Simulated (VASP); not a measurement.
# K (Fd-3m) in VASP: a series of runs

Runs on K. Level: PBEsol+D3(BJ). Tasks: single point.

Program: VASP 6.6.1. These are calculated values, not measurements. Logs are shortened: lines on timing, memory, paths and dates and some standing lists are left out, and cuts for length are marked.

**1. The cell of the first run**

The structure is cubic, space group Fd-3m (No. 227). The conventional cell has a = 9.050 Å, b = 9.050 Å, c = 9.050 Å, α = 90.00°, β = 90.00°, γ = 90.00°. Within 5.1 Å of K (site symmetry -43m) lie 4 K at 3.92 Å.

This isn't the form of K at room conditions, which is bcc.

**2. Single point, PBEsol+D3(BJ)**

Contents of INCAR:

```
SYSTEM = K
  PREC = Accurate
  ENCUT = 500
  EDIFF = 1E-6
  ISMEAR = 1
  SIGMA = 0.0383
  LREAL = .False.
  LASPH = .True.
  NELM = 120
  ALGO = Normal
  ISIF = 2
  LWAVE = .False.
  LCHARG = .False.
  GGA = PS
  IVDW = 12
  NBANDS = 16
  GGA_COMPAT = .False.
```

Contents of KPOINTS:

```
Automatic mesh
0
Gamma
  5 5 5
  0 0 0
```

Contents of POSCAR:

```
K
1.0
    0.0000000000      4.5250000000      4.5250000000
    4.5250000000      0.0000000000      4.5250000000
    4.5250000000      4.5250000000      0.0000000000
K
2
Direct
    1.0000000000      1.0000000000      1.0000000000
    0.2500000000      0.2500000000      0.2500000000
```

Potentials or basis: VASP PAW PBE potentials, release 64 (K_sv).

Launch:

```console
cat potpaw_PBE.64/K_sv/POTCAR > POTCAR
mpirun -np 1 vasp_std > vasp.out
```

OUTCAR:

```text
SYSTEM = K
   PREC = Accurate
   ENCUT = 500
   EDIFF = 1E-6
   ISMEAR = 1
   LREAL = .False.
   LASPH = .True.
   NELM = 120
   ISIF = 2
   GGA = PS
   IVDW = 12
 IVDW          = 12

 ion  position               nearest neighbor table
   1  0.000  0.000  0.000-
   2  0.250  0.250  0.250-

  LATTYP: Found a face centered cubic cell.
 ALAT       =     9.0500000000

  Lattice vectors:

 A1 = (   0.0000000000,   4.5250000000,   4.5250000000)
 A2 = (   4.5250000000,   0.0000000000,   4.5250000000)
 A3 = (   4.5250000000,   4.5250000000,   0.0000000000)

Analysis of symmetry for initial positions (statically):
=====================================================================
 Subroutine PRICEL returns:
 Original cell was already a primitive cell.

 Routine SETGRP: Setting up the symmetry group for a
 face centered cubic supercell.

 Subroutine GETGRP returns: Found 48 space group operations
 (whereof 24 operations were pure point group operations)
 out of a pool of 48 trial point group operations.

The static configuration has the point symmetry T_d .
 The point group associated with its full space group is O_h .

Analysis of symmetry for dynamics (positions and initial velocities):
=====================================================================
 Subroutine PRICEL returns:
 Original cell was already a primitive cell.

 Routine SETGRP: Setting up the symmetry group for a
 face centered cubic supercell.

 Subroutine GETGRP returns: Found 48 space group operations
 (whereof 24 operations were pure point group operations)
 out of a pool of 48 trial point group operations.

The dynamic configuration has the point symmetry T_d .
 The point group associated with its full space group is O_h .

 Subroutine INISYM returns: Found 48 space group operations
 (whereof 24 operations are pure point group operations),
 and found     1 'primitive' translations

----------------------------------------------------------------------------------------

                                     Primitive cell

  volume of cell :     185.3044

  direct lattice vectors                    reciprocal lattice vectors
     0.000000000  4.525000000  4.525000000    -0.110497238  0.110497238  0.110497238
     4.525000000  0.000000000  4.525000000     0.110497238 -0.110497238  0.110497238
     4.525000000  4.525000000  0.000000000     0.110497238  0.110497238 -0.110497238

  length of vectors
     6.399316370  6.399316370  6.399316370     0.191386830  0.191386830  0.191386830

  position of ions in fractional coordinates (direct lattice)
     0.000000000  0.000000000  0.000000000
     0.250000000  0.250000000  0.250000000

  ion indices of the primitive-cell ions
   primitive index   ion index
                 1           1
                 2           2

----------------------------------------------------------------------------------------

 KPOINTS: Automatic mesh

Automatic generation of k-mesh.
 Grid dimensions read from file:
 generate k-points for:    5    5    5

 Generating k-lattice:

  Cartesian coordinates                     Fractional coordinates (reciprocal lattice)
    -0.022099448  0.022099448  0.022099448     0.200000000  0.000000000  0.000000000
     0.022099448 -0.022099448  0.022099448     0.000000000  0.200000000  0.000000000
     0.022099448  0.022099448 -0.022099448     0.000000000  0.000000000  0.200000000

  Length of vectors
     0.038277366  0.038277366  0.038277366

  Shift w.r.t. Gamma in fractional coordinates (k-lattice)
     0.000000000  0.000000000  0.000000000

 Subroutine IBZKPT returns following result:
 ===========================================

 Found     10 irreducible k-points:

 Following reciprocal coordinates:
            Coordinates               Weight
  0.000000  0.000000  0.000000      1.000000
  0.200000  0.000000  0.000000      8.000000
  0.400000  0.000000  0.000000      8.000000
  0.200000  0.200000  0.000000      6.000000
  0.400000  0.200000  0.000000     24.000000
 -0.400000  0.200000  0.000000     24.000000
 -0.200000  0.200000  0.000000     12.000000
  0.400000  0.400000  0.000000      6.000000
 -0.400000  0.400000  0.000000     12.000000
 -0.400000  0.400000  0.200000     24.000000
   k-points           NKPTS =     10   k-points in BZ     NKDIM =     10   number of bands    NBANDS=     16
   number of dos      NEDOS =    301   number of ions     NIONS =      2
   total plane-waves  NPLWV = 110592
   dimension x,y,z NGX =    48 NGY =   48 NGZ =   48
   dimension x,y,z NGXF=    96 NGYF=   96 NGZF=   96
   ions per type =               2
   NGX,Y,Z   is equivalent  to a cutoff of  12.47, 12.47, 12.47 a.u.
   NGXF,Y,Z  is equivalent  to a cutoff of  24.94, 24.94, 24.94 a.u.
 SYSTEM =  K
   PREC   = accura    normal or accurate (medium, high low for compatibility)
   ISTART =      0    job   : 0-new  1-cont  2-samecut
   ICHARG =      2    charge: 1-file 2-atom 10-const
   ISPIN  =      1    spin polarized calculation?
   LNONCOLLINEAR =      F non collinear calculations
   LSORBIT =      F    spin-orbit coupling
   LASPH  =      T    aspherical Exc in radial PAW
   ENCUT  =  500.0 eV  36.75 Ry    6.06 a.u.  11.67 11.67 11.67*2*pi/ulx,y,z
   NELM   =    120;   NELMIN=  2; NELMDL= -5     # of ELM steps
   EDIFF  = 0.1E-05   stopping-criterion for ELM
   LREAL  =      F    real-space projection
   EDIFFG = 0.1E-04   stopping-criterion for IOM
   NSW    =      0    number of steps for IOM
   IBRION =     -1    ionic relax: 0-MD 1-quasi-New 2-CG
   NFREE  =      0    steps in history (QN), initial steepest desc. (CG)
   ISIF   =      2    stress and relaxation
   ISYM   =      2    0-nonsym 1-usesym 2-fastsym
   POTIM  = 0.5000    time-step for ionic-motion
   TEBEG  =    0.0;   TEEND  =   0.0 temperature during run
   PSTRESS=    0.0 pullay stress
   NELECT =      18.0000    total number of electrons
   NUPDOWN=      -1.0000    fix difference up-down
   EMIN   =  10.00;   EMAX   =-10.00  energy-range for DOS
   EFERMI =   0.00;   METHOD = LEGACY
   ISMEAR =     1;   SIGMA  =   0.04  broadening in eV -4-tet -1-fermi 0-gaus
   EFERMI_NEDOS =   21; number of points for ismear=-14 and -15
   IALGO  =     38    algorithm
   IMIX   =      4    mixing-type and parameters
     AMIX     =   0.40;   BMIX     =  1.00
     AMIX_MAG =   1.60;   BMIX_MAG =  1.00
  volume/ion in A,a.u.               =      92.65       625.25
  Fermi-wavevector in a.u.,A,eV,Ry     =   0.752553  1.422119  7.705469  0.566336
  Thomas-Fermi vector in A             =   1.849790
   LORBIT       =      0    0 simple, 1 ext, 2 COOP (PROOUT), +10 PAW based schemes
   GGA     = PS    functional components
   LHFCALC =     F    Hartree Fock is set to
   AEXX    =    0.0000 exact exchange contribution
   IVDW    =    12    specifies the selected vdW correction
   LEPSILON=     F    determine dielectric tensor
   LRPA    =     F    only Hartree local field effects (RPA)
 non-spin polarized calculation
 Methfessel and Paxton  Order N= 1 SIGMA  =   0.04
  energy-cutoff  :      500.00
  volume of cell :      185.30
 maximum number of plane-waves:      4732
   NGX = 23   NGY = 23   NGZ = 23

 number of electron      18.0000003 magnetization

 Free energy of the ion-electron system (eV)
  ---------------------------------------------------
  ext. energy  EPLUGINS =         0.00000000
  ---------------------------------------------------
  free energy    TOTEN  =        -1.61329335 eV

  energy without entropy =       -1.61129427  energy(sigma->0) =       -1.61262699

 E-fermi :  -0.5018     XC(G=0):  -5.1103

 val. band max:       -0.5019268570   @ k =  -0.4000   0.2000   0.0000
 cond. band min:      -0.4181870787   @ k =  -0.4000   0.4000   0.0000
 fundamental gap:      0.0837397783
 Fermi energy:        -0.5018312114

 k-point     1 :       0.0000    0.0000    0.0000
  band No.  band energies     occupation
      1     -33.0645      2.00000
      2     -33.0370      2.00000
      3     -16.6448      2.00000
      4     -16.6448      2.00000
      5     -16.6448      2.00000
      6     -16.5439      2.00000
      7     -16.5439      2.00000
      8     -16.5439      2.00000
      9      -2.4441      2.00000
     10       1.9408      0.00000
     11       1.9408      0.00000
     12       1.9408      0.00000
     13       2.2103      0.00000
     14       2.2120      0.00000
     15       2.2907      0.00000
     16       2.2907      0.00000

 k-point     2 :       0.2000    0.0000    0.0000
  band No.  band energies     occupation
      1     -33.0625      2.00000
      2     -33.0389      2.00000
      3     -16.6488      2.00000
      4     -16.6488      2.00000
      5     -16.6441      2.00000
      6     -16.5456      2.00000
      7     -16.5399      2.00000
      8     -16.5399      2.00000
      9      -2.1997      2.00000
     10       1.0002      0.00000
     11       1.7779      0.00000
     12       1.7779      0.00000
     13       2.1763      0.00000
     14       2.2168      0.00000
     15       2.2168      0.00000
     16       2.5114      0.00000

 k-point     3 :       0.4000    0.0000    0.0000
  band No.  band energies     occupation
      1     -33.0585      2.00000
      2     -33.0429      2.00000
      3     -16.6548      2.00000
      4     -16.6548      2.00000
      5     -16.6431      2.00000
      6     -16.5482      2.00000
      7     -16.5341      2.00000
      8     -16.5341      2.00000
      9      -1.5093      2.00000
     10      -0.3204     -0.00000
     11       1.6225      0.00000
     12       1.6225      0.00000
     13       2.0868      0.00000
     14       2.2042      0.00000
     15       2.2042      0.00000
     16       2.8684      0.00000

 k-point     4 :       0.2000    0.2000    0.0000
  band No.  band energies     occupation
      1     -33.0618      2.00000
      2     -33.0396      2.00000
      3     -16.6533      2.00000
      4     -16.6533      2.00000
      5     -16.6357      2.00000
      6     -16.5542      2.00000
      7     -16.5355      2.00000
      8     -16.5355      2.00000
      9      -2.1175      2.00000
     10       1.3712      0.00000
     11       1.5993      0.00000
     12       1.5993      0.00000
     13       1.6209      0.00000
     14       1.7480      0.00000
     15       2.4407      0.00000
     16       2.7012      0.00000

 k-point     5 :       0.4000    0.2000    0.0000
  band No.  band energies     occupation
      1     -33.0581      2.00000
      2     -33.0433      2.00000
      3     -16.6612      2.00000
      4     -16.6591      2.00000
      5     -16.6276      2.00000
      6     -16.5631      2.00000
      7     -16.5299      2.00000
      8     -16.5283      2.00000
      9      -1.5682      2.00000
     10       0.2565     -0.00000
     11       1.0820      0.00000
     12       1.3440      0.00000
     13       1.4842      0.00000
     14       2.2410      0.00000
     15       2.5062      0.00000
     16       2.8855      0.00000

 k-point     6 :      -0.4000    0.2000    0.0000
  band No.  band energies     occupation
      1     -33.0560      2.00000
      2     -33.0454      2.00000
      3     -16.6656      2.00000
      4     -16.6586      2.00000
      5     -16.6261      2.00000
      6     -16.5648      2.00000
      7     -16.5304      2.00000
      8     -16.5244      2.00000
      9      -1.0218      2.00000
     10      -0.5019      1.00423
     11       0.7346      0.00000
     12       1.5081      0.00000
     13       1.5249      0.00000
     14       2.3749      0.00000
     15       2.5831      0.00000
     16       2.9417      0.00000

 k-point     7 :      -0.2000    0.2000    0.0000
  band No.  band energies     occupation
      1     -33.0597      2.00000
      2     -33.0417      2.00000
      3     -16.6600      2.00000
      4     -16.6524      2.00000
      5     -16.6353      2.00000
      6     -16.5549      2.00000
      7     -16.5364      2.00000
      8     -16.5295      2.00000
      9      -1.8025      2.00000
     10       0.6748      0.00000
     11       0.7178      0.00000
     12       1.7017      0.00000
     13       1.9703      0.00000
     14       2.2539      0.00000
     15       2.4915      0.00000
     16       2.5573      0.00000

 k-point     8 :       0.4000    0.4000    0.0000
  band No.  band energies     occupation
      1     -33.0550      2.00000
      2     -33.0465      2.00000
      3     -16.6651      2.00000
      4     -16.6651      2.00000
      5     -16.6113      2.00000
      6     -16.5803      2.00000
      7     -16.5241      2.00000
      8     -16.5241      2.00000
      9      -1.1757      2.00000
     10       0.2362     -0.00000
     11       0.9171      0.00000
     12       0.9735      0.00000
     13       1.3662      0.00000
     14       1.3662      0.00000
     15       2.9962      0.00000
     16       2.9965      0.00000

 k-point     9 :      -0.4000    0.4000    0.0000
  band No.  band energies     occupation
      1     -33.0520      2.00000
      2     -33.0494      2.00000
      3     -16.6686      2.00000
      4     -16.6647      2.00000
      5     -16.6040      2.00000
      6     -16.5874      2.00000
      7     -16.5244      2.00000
      8     -16.5212      2.00000
      9      -0.4182     -0.00844
     10      -0.3691     -0.00001
     11       0.0103     -0.00000
     12       1.0175      0.00000
     13       1.3832      0.00000
     14       2.1689      0.00000
     15       2.7506      0.00000
     16       3.1042      0.00000

 k-point    10 :      -0.4000    0.4000    0.2000
  band No.  band energies     occupation
      1     -33.0542      2.00000
      2     -33.0473      2.00000
      3     -16.6675      2.00000
      4     -16.6635      2.00000
      5     -16.6118      2.00000
      6     -16.5792      2.00000
      7     -16.5258      2.00000
      8     -16.5224      2.00000
      9      -0.8967      2.00000
     10       0.1590     -0.00000
     11       0.1955     -0.00000
     12       0.4908      0.00000
     13       2.1370      0.00000
     14       2.3052      0.00000
     15       2.4459      0.00000
     16       2.8251      0.00000

------------------------ aborting loop because EDIFF is reached ----------------------------------------

 Edisp (eV)   -0.19298

 E8    (eV) :    -0.1443

  FORCE on cell =-STRESS in cart. coord.  units (eV):
  Direction    XX          YY          ZZ          XY          YZ          ZX
  --------------------------------------------------------------------------------------
  -------------------------------------------------------------------------------------
  Total      -0.04456    -0.04456    -0.04456     0.00000    -0.00000     0.00000
  in kB      -0.38525    -0.38525    -0.38525     0.00000    -0.00000     0.00000
  external pressure =       -0.39 kB  Pullay stress =        0.00 kB

 VOLUME and BASIS-vectors are now :
 -----------------------------------------------------------------------------
  energy-cutoff  :      500.00
  volume of cell :      185.30
      direct lattice vectors                 reciprocal lattice vectors
     0.000000000  4.525000000  4.525000000    -0.110497238  0.110497238  0.110497238
     4.525000000  0.000000000  4.525000000     0.110497238 -0.110497238  0.110497238
     4.525000000  4.525000000  0.000000000     0.110497238  0.110497238 -0.110497238

 POSITION                                       TOTAL-FORCE (eV/Angst)
 -----------------------------------------------------------------------------------
      0.00000      0.00000      0.00000         0.000000      0.000000      0.000000
      2.26250      2.26250      2.26250        -0.000000     -0.000000     -0.000000
 -----------------------------------------------------------------------------------
    total drift:                               -0.000000     -0.000000     -0.000000

  FREE ENERGIE OF THE ION-ELECTRON SYSTEM (eV)
  ---------------------------------------------------
  free  energy   TOTEN  =        -1.8062738861 eV

  energy  without entropy=       -1.8042748024  energy(sigma->0) =       -1.80560752
```

Wall time 33 s (1 thread of Intel Xeon Platinum 8259CL at 2.50GHz (Skylake/Cascade Lake), shared host); peak memory 0.31 GiB.

What came out:

```
Free energy                : -1.8063 eV
Pressure                   : 0.0 GPa
Band gap on the k mesh     : zero (bands 9 and 10 overlap by 0.08 eV)
Dispersion energy per atom : -0.096 eV
```

Caveat: three body term missing; the PAW data sets were made with another functional, which shifts forces and pressure a little.

**3. Single point, PBEsol+D3(BJ)**

Contents of INCAR:

```
PREC = Accurate
ENCUT = 500
EDIFF = 1E-6
ISMEAR = 1
SIGMA = 0.0161
LREAL = False
LASPH = True
NELM = 120
ALGO = Normal
ISIF = 2
LWAVE = False
LCHARG = True
GGA = PS
IVDW = 12
LELF = True
LVHAR = True
NBANDS = 16
GGA_COMPAT = False
```

Contents of KPOINTS:

```
regular mesh
0
Gamma
  5 5 5
```

POSCAR is that of step 2.

Potentials or basis: VASP PAW PBE potentials, release 64 (K_sv).

Launch:

```console
cat potpaw_PBE.64/K_sv/POTCAR > POTCAR
mpirun -np 1 vasp_std > vasp.out
```

Wall time 22 s (1 thread of Intel Xeon Platinum 8488C (Sapphire Rapids), shared host); peak memory 0.31 GiB.

The run converged. Its results:

| Quantity | Value |
| --- | --- |
| Free energy | -1.8051 eV |
| Pressure | 0.0 GPa |
| Band gap on the k mesh | zero (bands 9 and 10 overlap by 0.08 eV) |
| Dispersion energy per atom | -0.096 eV |

Levels at points of the mesh, in eV from the Fermi level:
```tsv
k point	band 6	band 7	band 8	band 9	band 10	band 11	band 12	band 13
(0.00, 0.00, 0.00)	-16.04	-16.04	-16.04	-1.94	2.44	2.44	2.44	2.71
```

Caveat: three body term missing; the PAW data sets were made with another functional, which shifts forces and pressure a little.

**4. Single point, PBEsol+D3(BJ)**

Contents of INCAR:

```
SYSTEM = K
ALGO = Normal
EDIFF = 1E-6
ENCUT = 500
GGA = PS
GGA_COMPAT = .FALSE.
ISIF = 2
ISMEAR = 1
IVDW = 12
LASPH = .TRUE.
LCHARG = .TRUE.
LELF = .TRUE.
LREAL = .FALSE.
LVHAR = .TRUE.
LWAVE = .FALSE.
NBANDS = 16
NELM = 120
PREC = Accurate
SIGMA = 0.05
```

Contents of KPOINTS:

```
k-points
0
G
  5 5 5
  0 0 0
```

POSCAR is that of step 3.

Launch:

```console
cat potpaw_PBE.64/K_sv/POTCAR > POTCAR
mpirun -np 1 vasp_std > vasp.out
```

Wall time 22 s (1 thread of Intel Xeon Platinum 8488C (Sapphire Rapids), shared host); peak memory 0.31 GiB.

It converged, with:

```yaml
Free_energy: -1.8069 eV
Pressure: 0.0 GPa
Band_gap_on_the_k_mesh: zero (bands 9 and 10 overlap by 0.08 eV)
Dispersion_energy_per_atom: -0.096 eV
```

Levels at points of the mesh, in eV from the Fermi level:
```
           k point  band 5  band 6  band 7  band 8  band 9  band 10  band 11  band 12  band 13  band 14
(0.00, 0.00, 0.00)  -16.14  -16.04  -16.04  -16.04   -1.94     2.44     2.44     2.44     2.71     2.71
```

Caveat: three body term missing; the PAW data sets were made with another functional, which shifts forces and pressure a little.

**5. The runs side by side**

| smearing | gap on the mesh (eV) | pressure (GPa) |
| --- | --- | --- |
| methfessel-paxton 0.0383 eV | none | 0.0 |
| methfessel-paxton 0.0161 eV | none | 0.0 |
| methfessel-paxton 0.05 eV | none | 0.0 |

Alike in all rows: task single point; level PBEsol+D3(BJ); potentials or basis VASP PAW PBE potentials, release 64 (K_sv); no spin polarisation; cell as given; k mesh 5 × 5 × 5; cutoff (eV) 500.

Caveats: three body term missing; the PAW data sets were made with another functional, which shifts forces and pressure a little.

Total energies depend on the potentials used, so only differences within one code and one set of settings carry meaning.
